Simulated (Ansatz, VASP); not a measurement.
## One calculation of Al12H, two programs

```
Al H
1.0
     5.63146    0.00000    0.00000
    -2.81573    4.87699    0.00000
     0.00000    0.00000   21.66843
Al H
12 1
Direct
  0.33333 0.16667 0.18460
  0.33333 0.66667 0.18460
  0.83333 0.16667 0.18460
  0.83333 0.66667 0.18460
  0.16667 0.33333 0.29005
  0.16667 0.83333 0.29005
  0.66667 0.33333 0.29005
  0.66667 0.83333 0.29005
  0.00000 0.00000 0.39543
  0.00000 0.50000 0.39543
  0.50000 0.00000 0.39543
  0.50000 0.50000 0.39543
  0.00000 0.00000 0.52465
```

Alike in both runs: task single point; functional PBE; dispersion D3(BJ); k mesh 6 × 6 × 1; occupations gaussian, width 0.1 eV; no spin polarisation.

|  | VASP | Ansatz |
| --- | --- | --- |
| version | VASP 6.6.1 | Ansatz 0.2.0 |
| potentials or method | VASP PAW PBE potentials, release 64 (Al, H), cutoff 520 eV | scalar-relativistic, plane waves, PAW |
| valence electrons in the cell | 37 | 37 |

```csv
,VASP,Ansatz,Ansatz less VASP
gap on the k mesh at the Fermi level (eV),none,none,-
rms of the force components (eV/Å),0.316,0.316,-0.0001
"work function, face that differs most (eV)",3.95,3.95,-0.002
```

Atom by atom the forces differ by 0.000 eV/Å (rms over components). A gap of «none» marks a metal or a gap that the smearing closes.
